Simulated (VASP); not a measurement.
NiO:

```xyz
2
Lattice="0.0000 2.0433 2.0433 2.0433 0.0000 2.0433 2.0433 2.0433 0.0000" Properties=species:S:1:pos:R:3 pbc="T T T"
Ni    0.0000    0.0000    0.0000
O     2.0433    2.0433    2.0433
```

Base run:

```yaml
Program: VASP 6.6.1
Functional: LDA
Potentials_or_basis: VASP PAW LDA potentials, release 64 (Ni, O)
Cutoff: 520 eV
k_mesh: 11 × 11 × 11
Occupations: fermi-dirac, width 0.05 eV
Spin: collinear spin, ferromagnetic start
Starting_moments: "[1.0, 0.0] μB"
```

Its results: pressure -7.4 GPa; net moment 0.27 μB per cell; site moments Ni +0.22; O +0.04 μB.

Task: The run is repeated on the same cell with these changes: functional from LDA to r2SCAN; potentials or basis from VASP PAW LDA potentials, release 64 (Ni, O) to VASP PAW PBE potentials, release 64 (Ni, O). What comes out?

Result: Pressure 18.9 GPa; net moment 2.00 μB per cell; site moments Ni +1.69; O +0.28 μB.

Caveats: the cell stands under tension (at least some runs); the cell stands under pressure (at least some runs); the PAW data sets were made with another functional, which shifts forces and pressure a little (at least some runs); a cell with one magnetic atom can't hold antiferromagnetic order, which such compounds often take (at least some runs).
